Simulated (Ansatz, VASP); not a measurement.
# Be2C: VASP beside Ansatz

The input POSCAR:

```
Be2C
1.0
    0.0000000000      2.1650000000      2.1650000000
    2.1650000000      0.0000000000      2.1650000000
    2.1650000000      2.1650000000      0.0000000000
Be C
2 1
Direct
    0.2500000000      0.2500000000      0.2500000000
    0.7500000000      0.7500000000      0.7500000000
    0.0000000000      0.0000000000      0.0000000000
```

INCAR.step1

```
SYSTEM = Be2C
  PREC = Accurate
  ENCUT = 660
  ISMEAR = 0
  SIGMA = 0.01
  LREAL = .False.
  LASPH = .True.
  NELM = 120
  GGA = PE
  ALGO = Normal
  EDIFF = 1E-5
  LWAVE = .True.
  LCHARG = .False.
  GGA_COMPAT = .False.
  IBRION = 2
  ISIF = 3
  EDIFFG = -0.005
  NELMIN = 4
  NSW = 100
```

Contents of INCAR.step2:

```
SYSTEM = Be2C
  PREC = Accurate
  ENCUT = 660
  EDIFF = 1E-7
  ISMEAR = 0
  SIGMA = 0.01
  LREAL = .False.
  LASPH = .True.
  NELM = 120
  ALGO = Normal
  ISIF = 3
  LWAVE = .False.
  LCHARG = .False.
  METAGGA = R2SCAN
  LMIXTAU = .True.
  IVDW = 13
  VDW_S6 = 1.0
  VDW_S8 = 0.6018749
  VDW_A1 = 0.51559235
  VDW_A2 = 5.77342911
  IBRION = 2
  NSW = 60
  EDIFFG = -0.03
  ISTART = 1
  GGA_COMPAT = .False.
  NELMIN = 4
```

File KPOINTS:

```
regular mesh
0
Gamma
  8 8 8
  0 0 0
```

Input for Ansatz:

```yaml
crystal:
  lattice:
    - [0.0, 2.165, 2.165]
    - [2.165, 0.0, 2.165]
    - [2.165, 2.165, 0.0]
  atoms:
    - { symbol: Be, position: [0.25, 0.25, 0.25] }
    - { symbol: Be, position: [0.75, 0.75, 0.75] }
    - { symbol: C, position: [0.0, 0.0, 0.0] }
kpoints:
  mp_grid:
    grid: [8, 8, 8]
hamiltonian:
  xc: r2scan
  dispersion: d4
scf:
  occupations:
    method: fixed
relax:
  f_tol: 0.03
  max_steps: 40
  cell: {}
```

Alike in both runs: task relaxation of cell and atoms; functional r2SCAN; dispersion D4; k mesh 8 × 8 × 8; no spin polarisation.

|  | VASP | Ansatz |
| --- | --- | --- |
| version | VASP 6.6.1 | Ansatz 0.2.0 |
| potentials or method | VASP PAW PBE potentials, release 64 (Be, C) | plane waves, PAW |
| plane-wave cutoff (eV) | 660 | 500 |
| occupations | gaussian, width 0.01 eV | fixed |
| valence electrons in the cell | 8 | 8 |

|  | VASP | Ansatz | Ansatz less VASP |
| --- | --- | --- | --- |
| relaxed volume (Å³/atom) | 6.69 | 6.67 | -0.011 |
| relaxed cell length with the largest relative difference (Å) | 3.050 | 3.048 | -0.0016 |

VASP's potentials were made for PBE, not for r2SCAN.
